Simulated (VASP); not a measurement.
Write the native input for VASP 6.6.1 that does the following.

```yaml
Task: single point
Functional: PBE
Dispersion: D3(BJ)
Potentials_or_basis: VASP PAW PBE potentials, release 64 (W_sv, S)
Cutoff: 520 eV
k_mesh: 12 × 12 × 4
Occupations: gaussian, width 0.02 eV
Spin: no spin polarisation
Dipole_correction: no
Further_INCAR_settings: ALGO = Normal; EDIFF = 1e-06; NBANDS = 35
```

The structure of WS2 lies in POSCAR:

```
WS2
1.0
    3.1731969948      0.0000000000      0.0000000000
   -1.5865984974      2.7480692087      0.0000000000
    0.0000000000      0.0000000000     12.7149172763
W S
2 4
Direct
    0.3333333333      0.6666666667      0.2500000000
    0.6666666667      0.3333333333      0.7500000000
    0.3333333333      0.6666666667      0.6263023830
    0.6666666667      0.3333333333      0.1263023830
    0.3333333333      0.6666666667      0.8736976170
    0.6666666667      0.3333333333      0.3736976170
```

This cell differs from its parent crystal: volume scaled by 1.06, then relaxed in part.

The input as run:

INCAR

```
SYSTEM = WS2
PREC     = Accurate       ! precision mode
ENCUT    = 520            ! plane-wave cutoff, eV
EDIFF    = 1E-6           ! SCF threshold, eV
ISMEAR   = 0              ! smearing method
SIGMA    = 0.02           ! smearing width, eV
LREAL    = .FALSE.        ! projectors in reciprocal space
LASPH    = .TRUE.         ! aspherical terms in the spheres
NELM     = 60             ! most SCF steps
ALGO     = Normal         ! electronic algorithm
ISIF     = 2              ! what is computed and relaxed
LWAVE    = .FALSE.        ! write WAVECAR
LCHARG   = .FALSE.        ! write CHGCAR
GGA      = PE             ! functional
IVDW     = 12             ! dispersion correction
NBANDS   = 35             ! bands
```

KPOINTS

```
regular mesh
0
G
  12 12 4
  0 0 0
```

Potentials or basis: VASP PAW PBE potentials, release 64 (W_sv, S).

Run with:

```console
$ cat potpaw_PBE.64/W_sv/POTCAR potpaw_PBE.64/S/POTCAR > POTCAR
$ mpirun -np 1 vasp_std > vasp.out
```

It gave:

| Quantity | Value |
| --- | --- |
| Pressure | -2.0 GPa |
| Band gap on the k mesh | 1.14 eV, indirect (least direct gap 1.80 eV) |
| Dispersion energy per atom | -0.409 eV |

Caveat: spin-orbit coupling is left out, which moves the levels of the heavy elements.

Run time: 2.7 min on 1 thread of Intel Xeon 6975P-C (shared host), peak memory 0.34 GiB.
